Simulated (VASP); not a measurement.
The system is SiC (Moissanite 6O SiC).

```
Si C
1.0
     1.53890   -2.66750    0.00000
     1.53890    2.66750    0.00000
     0.00000    0.00000   15.12190
Si C
6 6
Cartesian
  1.5389 1.7750 12.9746
  1.5389 -1.7750 5.4136
  1.5389 -0.0037 7.9254
  1.5389 0.0037 0.3644
  1.5389 -1.7910 10.4529
  1.5389 1.7910 2.8919
  1.5389 0.0213 9.8338
  1.5389 -0.0213 2.2728
  1.5389 1.8139 14.8452
  1.5389 -1.8139 7.2842
  1.5389 -1.7552 12.3516
  1.5389 1.7552 4.7906
```

- Program: VASP 6.6.1
- Task: relaxation of cell and atoms
- Functional: PBE
- Potentials or basis: VASP PAW PBE potentials, release 64 (Si, C)
- Cutoff: 600 eV
- k mesh: 8 × 8 × 2
- Occupations: gaussian, width 0.1 eV
- Spin: no spin polarisation

At the start: pressure 3.2 GPa; volume 10.35 Å³/atom.

Problem. How do energy, volume and symmetry change on relaxing?

Solution. Over 6 steps the energy falls by 6.9 meV/atom and the volume is 10.49 Å³/atom (+1.4 %); space group P6_3mc (No. 186, to 0.05 Å).

Step by step:
```
step  energy change (eV)  largest force (eV/Å)  pressure (GPa)  volume (Å³)
   1              0.0000                0.7266            3.18       124.15
   2             -0.0032                0.7152           -3.06       127.87
   3             -0.0781                0.1473           -0.21       126.01
   4             -0.0826                0.0636           -0.03       125.90
   5             -0.0826                0.0642           -0.03       125.89
   6             -0.0829                0.0409            0.04       125.86
```

Final structure:
```cif
data_structure
_symmetry_space_group_name_H-M 'P 1'
_symmetry_Int_Tables_number 1
_cell_length_a 3.0950
_cell_length_b 3.0950
_cell_length_c 15.1781
_cell_angle_alpha 90.000
_cell_angle_beta 90.000
_cell_angle_gamma 120.041
_cell_volume 125.86
loop_
_atom_site_label
_atom_site_type_symbol
_atom_site_fract_x
_atom_site_fract_y
_atom_site_fract_z
_atom_site_occupancy
Si1 Si 0.16478 0.83522 0.85770 1
Si2 Si 0.83522 0.16478 0.35770 1
Si3 Si 0.50250 0.49750 0.52451 1
Si4 Si 0.49750 0.50250 0.02451 1
Si5 Si 0.83253 0.16747 0.69124 1
Si6 Si 0.16747 0.83253 0.19124 1
C1 C 0.49944 0.50056 0.64980 1
C2 C 0.50056 0.49944 0.14980 1
C3 C 0.16391 0.83609 0.98271 1
C4 C 0.83609 0.16391 0.48271 1
C5 C 0.83159 0.16841 0.81619 1
C6 C 0.16841 0.83159 0.31619 1
```

Caveat: the relaxation stopped at a loose force limit of 0.05 eV/Å, so its end isn't a converged minimum.
